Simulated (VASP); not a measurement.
**Ge: single point with PBE**

The system is Ge.

```
CELL_PARAMETERS angstrom
0.00000 2.89949 2.82877
2.89949 0.00000 2.82877
2.89949 2.89949 0.00000
ATOMIC_POSITIONS crystal
Ge 0.50000 0.50000 0.50000
Ge 0.75000 0.75000 0.75000
```

This cell differs from its parent crystal: strain +0.025 along x and y, +0.000 along z.

```
Program                : VASP 6.6.1
Task                   : single point
Functional             : PBE
Potentials or basis    : VASP PAW PBE potentials, release 64 (Ge_d)
Cutoff                 : 520 eV
k mesh                 : 14 × 14 × 14
Occupations            : gaussian, width 0.15 eV
Spin                   : no spin polarisation
Dipole correction      : no
Further INCAR settings : ALGO = Normal; EDIFF = 1e-06; NBANDS = 21
```

```json
{
 "Pressure": "0.2 GPa",
 "Band gap on the k mesh": "0.09 eV, indirect (least direct gap 0.18 eV)"
}
```

Stress tensor (GPa, compression positive):
```
-0.32  0.00  0.00
 0.00 -0.32  0.00
 0.00  0.00  1.26
```

Levels at points of the mesh, in eV from the valence-band top:
```csv
k point,band 10,band 11,band 12,band 13,band 14,band 15,band 16,band 17,band 18,band 19
"(0.00, 0.00, 0.00)",-24.46,-12.35,-0.36,0.00,0.00,0.18,2.51,2.63,2.63,6.37
"(0.50, 0.00, 0.00)",-24.44,-10.38,-7.32,-1.38,-1.17,0.09,3.71,3.86,7.17,10.27
"(0.50, 0.50, 0.00)",-24.44,-8.58,-8.58,-2.96,-2.96,0.75,0.75,9.19,9.19,11.24
"(0.50, 0.00, 0.50)",-24.43,-8.69,-8.69,-2.79,-2.79,0.93,0.93,9.13,9.13,11.11
```

Run time: 2.8 min on 1 thread of Intel(R) Xeon(R) Platinum 8259CL CPU @ 2.50GHz (Skylake/Cascade Lake), with other jobs on the host, peak memory 0.31 GiB.

Caveat: the cell differs from its parent crystal (strain +0.025 along x and y, +0.000 along z). A k mesh can miss the band edges.
